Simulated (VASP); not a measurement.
Wanted: the native input for a VASP 6.6.1 run.

```yaml
Task: relaxation of cell and atoms
Functional: LDA
Potentials_or_basis: VASP PAW LDA potentials, release 64 (Ru_pv)
Cutoff: 600 eV
k_mesh: 15 × 15 × 8
Occupations: gaussian, width 0.1 eV
Spin: no spin polarisation
Dipole_correction: no
Further_INCAR_settings: ALGO = Fast; EDIFF = 1e-07; IBRION = 2; EDIFFG = -0.002; NSW = 100; ISIF = 3
```

The structure of Ru lies in POSCAR:

```
Ru
1.0
    2.6729789957      0.0000000000      0.0000000000
   -1.3364894978      2.3148677141      0.0000000000
    0.0000000000      0.0000000000      4.2281491564
Ru
2
Direct
    0.3333333333      0.6666666667      0.2500000000
    0.6666666667      0.3333333333      0.7500000000
```

The input as run:

INCAR

```
PREC = Accurate
ENCUT = 600
EDIFF = 1E-7
ISMEAR = 0
SIGMA = 0.1
LREAL = False
LASPH = True
NELM = 60
ALGO = Fast
ISIF = 3
LWAVE = False
LCHARG = False
IBRION = 2
NSW = 100
EDIFFG = -0.002
```

KPOINTS

```
Automatic mesh
0
Gamma
  15 15 8
```

Potentials or basis: VASP PAW LDA potentials, release 64 (Ru_pv).

Command:

```console
$ cat potpaw_LDA.64/Ru_pv/POTCAR > POTCAR
$ mpirun -np 1 vasp_std > vasp.out
```

Results of the run:

```
Relaxed volume                        : 13.12 Å³/atom
Relaxed cell                          : a = 2.676 Å, b = 2.676 Å, c = 4.230 Å, α = 90.00°, β = 90.00°, γ = 120.00°
Space group after relaxing (to 0.1 Å) : P6_3/mmc (No. 194)
Energy gained by relaxing             : 0.1 meV/atom
Ionic steps                           : 11
Pressure after relaxing               : 0.0 GPa
Band gap on the k mesh                : zero (bands 14 and 15 overlap by 3.28 eV)
```

It took 4.4 min on 1 thread of Intel(R) Xeon(R) Platinum 8259CL CPU @ 2.50GHz (Skylake/Cascade Lake) (shared host), peak memory 0.19 GiB.
